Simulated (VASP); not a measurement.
# PbSe (Clausthalite) in VASP: notebook

PbSe (Clausthalite) is run at these levels: r2SCAN; tasks: single point.

Everything below comes from runs of VASP 6.6.1. Logs are shortened: lines on timing, memory, paths and dates and some standing lists are left out, and cuts for length are marked.

## 1. The cell of the first run

It takes space group Fm-3m (No. 225, cubic). Conventional cell: a = 6.121 Å, b = 6.121 Å, c = 6.121 Å, α = 90.00°, β = 90.00°, γ = 90.00°. Within 4.0 Å of Pb (site symmetry m-3m) lie 6 Se at 3.06 Å. Within 4.0 Å of Se (site symmetry m-3m) lie 6 Pb at 3.06 Å.

## 2. Single point, r2SCAN

Contents of POSCAR:

```
PbSe
1.0
    0.0000000000      3.0606500000      3.0606500000
    3.0606500000      0.0000000000      3.0606500000
    3.0606500000      3.0606500000      0.0000000000
Pb Se
1 1
Direct
    0.0000000000      0.0000000000      0.0000000000
    0.5000000000      0.5000000000      0.5000000000
```

Contents of INCAR.step1:

```
PREC = Accurate
ENCUT = 550
ISMEAR = 0
SIGMA = 0.01
LREAL = F
LASPH = T
NELM = 120
NBANDS = 17
GGA = PE
ALGO = Normal
EDIFF = 1E-5
LWAVE = T
LCHARG = F
GGA_COMPAT = F
```

Contents of INCAR.step2:

```
PREC = Accurate
ENCUT = 550
EDIFF = 1E-6
ISMEAR = 0
SIGMA = 0.01
LREAL = F
LASPH = T
NELM = 120
ALGO = Normal
ISIF = 2
LWAVE = F
LCHARG = F
METAGGA = R2SCAN
LMIXTAU = T
NBANDS = 17
ISTART = 1
GGA_COMPAT = F
```

Contents of KPOINTS:

```
regular mesh
0
Gamma
  4 4 4
```

Potentials or basis: VASP PAW PBE potentials, release 64 (Pb_d, Se).

Run with:

```console
cat potpaw_PBE.64/Pb_d/POTCAR potpaw_PBE.64/Se/POTCAR > POTCAR
cp INCAR.step1 INCAR
mpirun -np 1 vasp_std > vasp.out
cp INCAR.step2 INCAR
mpirun -np 1 vasp_std > vasp.out
```

OUTCAR:

```text
PREC = Accurate
   ENCUT = 550
   EDIFF = 1E-6
   ISMEAR = 0
   LREAL = F
   LASPH = T
   NELM = 120
   ISIF = 2
   METAGGA = R2SCAN
   ISTART = 1

 ion  position               nearest neighbor table
   1  0.000  0.000  0.000-   2 3.06   2 3.06   2 3.06   2 3.06   2 3.06   2 3.06
   2  0.500  0.500  0.500-   1 3.06   1 3.06   1 3.06   1 3.06   1 3.06   1 3.06

  LATTYP: Found a face centered cubic cell.
 ALAT       =     6.1213000000

  Lattice vectors:

 A1 = (   0.0000000000,   3.0606500000,   3.0606500000)
 A2 = (   3.0606500000,   0.0000000000,   3.0606500000)
 A3 = (   3.0606500000,   3.0606500000,   0.0000000000)

Analysis of symmetry for initial positions (statically):
=====================================================================
 Subroutine PRICEL returns:
 Original cell was already a primitive cell.

 Routine SETGRP: Setting up the symmetry group for a
 face centered cubic supercell.

 Subroutine GETGRP returns: Found 48 space group operations
 (whereof 48 operations were pure point group operations)
 out of a pool of 48 trial point group operations.

The static configuration has the point symmetry O_h .

Analysis of symmetry for dynamics (positions and initial velocities):
=====================================================================
 Subroutine PRICEL returns:
 Original cell was already a primitive cell.

 Routine SETGRP: Setting up the symmetry group for a
 face centered cubic supercell.

 Subroutine GETGRP returns: Found 48 space group operations
 (whereof 48 operations were pure point group operations)
 out of a pool of 48 trial point group operations.

The dynamic configuration has the point symmetry O_h .

 Subroutine INISYM returns: Found 48 space group operations
 (whereof 48 operations are pure point group operations),
 and found     1 'primitive' translations

----------------------------------------------------------------------------------------

                                     Primitive cell

  volume of cell :      57.3418

  direct lattice vectors                    reciprocal lattice vectors
     0.000000000  3.060650000  3.060650000    -0.163363991  0.163363991  0.163363991
     3.060650000  0.000000000  3.060650000     0.163363991 -0.163363991  0.163363991
     3.060650000  3.060650000  0.000000000     0.163363991  0.163363991 -0.163363991

  length of vectors
     4.328412740  4.328412740  4.328412740     0.282954733  0.282954733  0.282954733

  position of ions in fractional coordinates (direct lattice)
     0.000000000  0.000000000  0.000000000
     0.500000000  0.500000000  0.500000000

  ion indices of the primitive-cell ions
   primitive index   ion index
                 1           1
                 2           2

----------------------------------------------------------------------------------------

 KPOINTS: regular mesh

Automatic generation of k-mesh.
 Grid dimensions read from file:
 generate k-points for:    4    4    4

 Generating k-lattice:

  Cartesian coordinates                     Fractional coordinates (reciprocal lattice)
    -0.040840998  0.040840998  0.040840998     0.250000000  0.000000000  0.000000000
     0.040840998 -0.040840998  0.040840998     0.000000000  0.250000000  0.000000000
     0.040840998  0.040840998 -0.040840998     0.000000000  0.000000000  0.250000000

  Length of vectors
     0.070738683  0.070738683  0.070738683

  Shift w.r.t. Gamma in fractional coordinates (k-lattice)
     0.000000000  0.000000000  0.000000000

 Subroutine IBZKPT returns following result:
 ===========================================

 Found      8 irreducible k-points:

 Following reciprocal coordinates:
            Coordinates               Weight
  0.000000  0.000000  0.000000      1.000000
  0.250000  0.000000  0.000000      8.000000
  0.500000  0.000000  0.000000      4.000000
  0.250000  0.250000  0.000000      6.000000
  0.500000  0.250000  0.000000     24.000000
 -0.250000  0.250000  0.000000     12.000000
  0.500000  0.500000  0.000000      3.000000
 -0.250000  0.500000  0.250000      6.000000
   k-points           NKPTS =      8   k-points in BZ     NKDIM =      8   number of bands    NBANDS=     17
   number of dos      NEDOS =    301   number of ions     NIONS =      2
   total plane-waves  NPLWV =  46656
   dimension x,y,z NGX =    36 NGY =   36 NGZ =   36
   dimension x,y,z NGXF=    72 NGYF=   72 NGZF=   72
   ions per type =               1   1
   NGX,Y,Z   is equivalent  to a cutoff of  13.83, 13.83, 13.83 a.u.
   NGXF,Y,Z  is equivalent  to a cutoff of  27.65, 27.65, 27.65 a.u.
 SYSTEM =  unknown system
   PREC   = accura    normal or accurate (medium, high low for compatibility)
   ISTART =      1    job   : 0-new  1-cont  2-samecut
   ICHARG =      0    charge: 1-file 2-atom 10-const
   ISPIN  =      1    spin polarized calculation?
   LNONCOLLINEAR =      F non collinear calculations
   LSORBIT =      F    spin-orbit coupling
   LASPH  =      T    aspherical Exc in radial PAW
   ENCUT  =  550.0 eV  40.42 Ry    6.36 a.u.   8.28  8.28  8.28*2*pi/ulx,y,z
   NELM   =    120;   NELMIN=  2; NELMDL=  0     # of ELM steps
   EDIFF  = 0.1E-05   stopping-criterion for ELM
   LREAL  =      F    real-space projection
   EDIFFG = 0.1E-04   stopping-criterion for IOM
   NSW    =      0    number of steps for IOM
   IBRION =     -1    ionic relax: 0-MD 1-quasi-New 2-CG
   NFREE  =      0    steps in history (QN), initial steepest desc. (CG)
   ISIF   =      2    stress and relaxation
   ISYM   =      2    0-nonsym 1-usesym 2-fastsym
   POTIM  = 0.5000    time-step for ionic-motion
   TEBEG  =    0.0;   TEEND  =   0.0 temperature during run
   PSTRESS=    0.0 pullay stress
   NELECT =      20.0000    total number of electrons
   NUPDOWN=      -1.0000    fix difference up-down
   EMIN   =  10.00;   EMAX   =-10.00  energy-range for DOS
   EFERMI =   0.00;   METHOD = LEGACY
   ISMEAR =     0;   SIGMA  =   0.01  broadening in eV -4-tet -1-fermi 0-gaus
   EFERMI_NEDOS =   21; number of points for ismear=-14 and -15
   IALGO  =     38    algorithm
   IMIX   =      4    mixing-type and parameters
     AMIX     =   0.40;   BMIX     =  1.00
     AMIX_MAG =   1.60;   BMIX_MAG =  1.00
  volume/ion in A,a.u.               =      28.67       193.48
  Fermi-wavevector in a.u.,A,eV,Ry     =   1.152377  2.177676 18.068159  1.327972
  Thomas-Fermi vector in A             =   2.289028
   LORBIT       =      0    0 simple, 1 ext, 2 COOP (PROOUT), +10 PAW based schemes
   METAGGA = R2SCAN    functional components
   LHFCALC =     F    Hartree Fock is set to
   AEXX    =    0.0000 exact exchange contribution
   IVDW    =     0    specifies the selected vdW correction
   LEPSILON=     F    determine dielectric tensor
   LRPA    =     F    only Hartree local field effects (RPA)
 non-spin polarized calculation
 Gauss-broadening in eV      SIGMA  =   0.01
  energy-cutoff  :      550.00
  volume of cell :       57.34
 maximum number of plane-waves:      1700
 NGX is ok and might be reduce to    36
   NGX = 17   NGY = 17   NGZ = 17

 number of electron      20.0000001 magnetization

 Free energy of the ion-electron system (eV)
  ---------------------------------------------------
  ext. energy  EPLUGINS =         0.00000000
  ---------------------------------------------------
  free energy    TOTEN  =       -71.92082442 eV

  energy without entropy =      -71.92082442  energy(sigma->0) =      -71.92082442

 E-fermi :   5.0091     XC(G=0): -10.0686

 val. band max:        4.9191915440   @ k =   0.5000   0.0000   0.0000
 cond. band min:       5.5006009262   @ k =   0.5000   0.0000   0.0000
 fundamental gap:      0.5814093822
 Fermi energy:         5.0091106387

 k-point     1 :       0.0000    0.0000    0.0000
  band No.  band energies     occupation
      1     -12.5520      2.00000
      2     -12.5520      2.00000
      3     -12.5520      2.00000
      4     -12.5490      2.00000
      5     -12.5490      2.00000
      6      -9.2339      2.00000
[... 9 lines left out ...]
     16      11.8733      0.00000
     17      13.5494      0.00000

 k-point     2 :       0.2500    0.0000    0.0000
  band No.  band energies     occupation
      1     -12.5629      2.00000
      2     -12.5629      2.00000
      3     -12.5502      2.00000
      4     -12.5350      2.00000
      5     -12.5350      2.00000
      6      -8.7748      2.00000
[... 9 lines left out ...]
     16      13.1210      0.00000
     17      16.7246      0.00000

 k-point     3 :       0.5000    0.0000    0.0000
  band No.  band energies     occupation
      1     -12.5761      2.00000
      2     -12.5761      2.00000
      3     -12.5491      2.00000
      4     -12.5186      2.00000
      5     -12.5186      2.00000
      6      -8.1324      2.00000
[... 9 lines left out ...]
     16      15.5996      0.00000
     17      15.5996      0.00000

 k-point     4 :       0.2500    0.2500    0.0000
  band No.  band energies     occupation
      1     -12.6023      2.00000
      2     -12.5609      2.00000
      3     -12.5396      2.00000
      4     -12.5303      2.00000
      5     -12.5303      2.00000
      6      -8.6006      2.00000
[... 9 lines left out ...]
     16      15.0458      0.00000
     17      15.0497      0.00000

 k-point     5 :       0.5000    0.2500    0.0000
  band No.  band energies     occupation
      1     -12.6308      2.00000
      2     -12.5528      2.00000
      3     -12.5517      2.00000
      4     -12.5236      2.00000
      5     -12.5145      2.00000
      6      -7.9457      2.00000
[... 9 lines left out ...]
     16      16.2031      0.00000
     17      16.8580      0.00000

 k-point     6 :      -0.2500    0.2500    0.0000
  band No.  band energies     occupation
      1     -12.5920      2.00000
      2     -12.5657      2.00000
      3     -12.5412      2.00000
      4     -12.5305      2.00000
      5     -12.5286      2.00000
      6      -8.1767      2.00000
[... 9 lines left out ...]
     16      14.9426      0.00000
     17      15.9161      0.00000

 k-point     7 :       0.5000    0.5000    0.0000
  band No.  band energies     occupation
      1     -12.6905      2.00000
      2     -12.5698      2.00000
      3     -12.5300      2.00000
      4     -12.5073      2.00000
      5     -12.5073      2.00000
      6      -7.7333      2.00000
[... 9 lines left out ...]
     16      17.3442      0.00000
     17      18.1004      0.00000

 k-point     8 :      -0.2500    0.5000    0.2500
  band No.  band energies     occupation
      1     -12.6510      2.00000
      2     -12.5509      2.00000
      3     -12.5395      2.00000
      4     -12.5395      2.00000
      5     -12.5073      2.00000
      6      -7.7065      2.00000
[... 9 lines left out ...]
     16      17.3954      0.00000
     17      18.1316      0.00000

------------------------ aborting loop because EDIFF is reached ----------------------------------------

  FORCE on cell =-STRESS in cart. coord.  units (eV):
  Direction    XX          YY          ZZ          XY          YZ          ZX
  --------------------------------------------------------------------------------------
  -------------------------------------------------------------------------------------
  Total        0.5634637      0.5634637      0.5634637     -0.0000000      0.0000000     -0.0000000
  in kB       15.7436535     15.7436535     15.7436535     -0.0000000      0.0000000     -0.0000000
  external PRESSURE =      15.7436535 kB  Pullay stress =       0.0000000 kB

 VOLUME and BASIS-vectors are now :
 -----------------------------------------------------------------------------
  energy-cutoff  :      550.00
  volume of cell :       57.34
      direct lattice vectors                 reciprocal lattice vectors
     0.000000000  3.060650000  3.060650000    -0.163363991  0.163363991  0.163363991
     3.060650000  0.000000000  3.060650000     0.163363991 -0.163363991  0.163363991
     3.060650000  3.060650000  0.000000000     0.163363991  0.163363991 -0.163363991

 POSITION                                       TOTAL-FORCE (eV/Angst)
 -----------------------------------------------------------------------------------
      0.00000      0.00000      0.00000         0.000000      0.000000      0.000000
      3.06065      3.06065      3.06065        -0.000000     -0.000000     -0.000000
 -----------------------------------------------------------------------------------
    total drift:                               -0.000000      0.000000      0.000000

  FREE ENERGIE OF THE ION-ELECTRON SYSTEM (eV)
  ---------------------------------------------------
  free  energy   TOTEN  =       -71.9208244207 eV

  energy  without entropy=      -71.9208244207  energy(sigma->0) =      -71.92082442
```

Run time: 42 s. Hardware: 1 thread of Intel Xeon Platinum 8259CL at 2.50GHz (Skylake/Cascade Lake), shared host; peak memory 0.21 GiB.

Results:

| Property | Result |
| --- | --- |
| Free energy | -71.9208 eV |
| Pressure | 1.6 GPa |
| Band gap on the k mesh | 0.58 eV, direct |

Caveat: the k points lie up to 0.44 Å⁻¹ apart; the PAW data sets were made with another functional, which shifts forces and pressure a little; spin-orbit coupling is left out, which moves the levels of the heavy elements. A k mesh can miss the band edges.

## 3. Single point, r2SCAN

POSCAR: that of step 2 with these lines changed.

```diff
@@ -9,2 +9,2 @@
     0.0000000000      0.0000000000      0.0000000000
-    0.5000000000      0.5000000000      0.5000000000
+    0.5050000000      0.5000000000      0.5000000000
```

Contents of INCAR.step1:

```
SYSTEM = PbSe
ALGO     = Normal         ! electronic algorithm
EDIFF    = 1E-5           ! SCF threshold, eV
ENCUT    = 550            ! plane-wave cutoff, eV
GGA      = PE             ! functional
GGA_COMPAT= .False.      
ISMEAR   = 0              ! smearing method
LASPH    = .True.         ! aspherical terms in the spheres
LCHARG   = .False.        ! write CHGCAR
LREAL    = .False.        ! projectors in reciprocal space
LWAVE    = .True.         ! write WAVECAR
NBANDS   = 17             ! bands
NELM     = 120            ! most SCF steps
PREC     = Accurate       ! precision mode
SIGMA    = 0.01           ! smearing width, eV
```

Contents of INCAR.step2:

```
SYSTEM = PbSe
ALGO     = Normal         ! electronic algorithm
EDIFF    = 1E-6           ! SCF threshold, eV
ENCUT    = 550            ! plane-wave cutoff, eV
GGA_COMPAT= .False.      
ISIF     = 2              ! what is computed and relaxed
ISMEAR   = 0              ! smearing method
ISTART   = 1            
LASPH    = .True.         ! aspherical terms in the spheres
LCHARG   = .False.        ! write CHGCAR
LMIXTAU  = .True.       
LREAL    = .False.        ! projectors in reciprocal space
LWAVE    = .False.        ! write WAVECAR
METAGGA  = R2SCAN         ! meta-GGA
NBANDS   = 17             ! bands
NELM     = 120            ! most SCF steps
PREC     = Accurate       ! precision mode
SIGMA    = 0.01           ! smearing width, eV
```

Contents of KPOINTS:

```
k-points
0
Gamma
  4 4 4
  0 0 0
```

Potentials or basis: VASP PAW PBE potentials, release 64 (Pb_d, Se).

Run with:

```console
cat potpaw_PBE.64/Pb_d/POTCAR potpaw_PBE.64/Se/POTCAR > POTCAR
cp INCAR.step1 INCAR
mpirun -np 1 vasp_std > vasp.out
cp INCAR.step2 INCAR
mpirun -np 1 vasp_std > vasp.out
```

Run time: 64 s. Hardware: 1 thread of Intel Xeon Platinum 8259CL at 2.50GHz (Skylake/Cascade Lake), shared host; peak memory 0.21 GiB.

The run converged. Its results:

* Free energy: -71.9209 eV
* Pressure: 1.6 GPa
* Largest force: 0.009 eV/Å
* Band gap on the k mesh: 0.58 eV, direct

Forces on the atoms (eV/Å):
```
Pb   0.000 -0.006 -0.006
Se   0.000  0.006  0.006
```

Levels at points of the mesh, in eV from the valence-band top:
```tsv
k point	band 7	band 8	band 9	band 10	band 11	band 12	band 13	band 14
(0.00, 0.00, 0.00)	-6.35	-2.03	-2.03	-2.03	5.03	5.04	5.04	6.95
(0.50, 0.00, 0.00)	-9.07	-1.61	-1.61	0.00	0.59	1.91	1.92	9.08
(0.00, 0.50, 0.00)	-9.07	-1.61	-1.61	0.00	0.58	1.92	1.92	9.09
(0.50, 0.50, 0.00)	-7.55	-5.16	-3.40	-3.40	4.02	5.99	5.99	6.48
(0.00, 0.50, 0.50)	-7.55	-5.16	-3.40	-3.39	4.01	5.99	6.00	6.48
```

Caveat: the k points lie up to 0.44 Å⁻¹ apart; the PAW data sets were made with another functional, which shifts forces and pressure a little; spin-orbit coupling is left out, which moves the levels of the heavy elements. A k mesh can miss the band edges.

(Part 1 of 2 ends here.)
